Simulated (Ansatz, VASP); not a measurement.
**One calculation of Y, two programs**

Contents of INCAR:

```
SYSTEM = Y
PREC = Accurate ; ENCUT = 500
EDIFF = 1E-6 ; ISMEAR = 0
SIGMA = 0.1 ; LREAL = .FALSE.
LASPH = .TRUE. ; NELM = 120
ALGO = Normal ; ISIF = 2
LWAVE = .FALSE. ; LCHARG = .FALSE.
GGA = PE ; NBANDS = 30
GGA_COMPAT = .FALSE.
```

File KPOINTS:

```
regular mesh
0
G
  18 18 6
  0 0 0
```

POSCAR

```
Y
1.0
    3.5982311589      0.0000000000      0.0000000000
   -1.7991155795      3.1161595923      0.0000000000
    0.0000000000      0.0000000000     11.1202297635
Y
4
Direct
    0.0000000000      0.0000000000      0.0000000000
    0.3333333333      0.6666666667      0.2500000000
    0.0000000000      0.0000000000      0.5000000000
    0.6666666667      0.3333333333      0.7500000000
```

Input for Ansatz:

```yaml
crystal:
  lattice:
    - [3.5982311589, 0.0, 0.0]
    - [-1.7991155795, 3.1161595923, 0.0]
    - [0.0, 0.0, 11.1202297635]
  atoms:
    - { symbol: "Y", position: [0.0, 0.0, 0.0] }
    - { symbol: "Y", position: [0.3333333333, 0.6666666667, 0.25] }
    - { symbol: "Y", position: [0.0, 0.0, 0.5] }
    - { symbol: "Y", position: [0.6666666667, 0.3333333333, 0.75] }
basis:
  ecutwfc: 420
kpoints:
  mp_grid: { grid: [18, 18, 6] }
hamiltonian:
  xc: pbe
scf:
  occupations: { method: gaussian, width: 0.1 }
output:
  forces: true
  stress: true
  eigenvalues: true
```

Change from the starting cell: strain along c alone, the other axes held, atoms relaxed: -4.0 %.

Alike in both runs: task single point; functional PBE; k mesh 18 × 18 × 6; occupations gaussian, width 0.1 eV; no spin polarisation.

```csv
,VASP,Ansatz
version,VASP 6.6.1,Ansatz 0.2.0
potentials or method,"VASP PAW PBE potentials, release 64 (Y_sv), cutoff 500 eV","scalar-relativistic, plane waves, PAW"
valence electrons in the cell,44,44
```

```csv
,VASP,Ansatz,Ansatz less VASP
gap on the k mesh at the Fermi level (eV),none,none,-
pressure (GPa),1.6,1.8,+0.13
"traceless stress, the component that is largest in VASP (GPa)",1.79,1.78,-0.006
```

A gap of «none» marks a metal or a gap that the smearing closes.
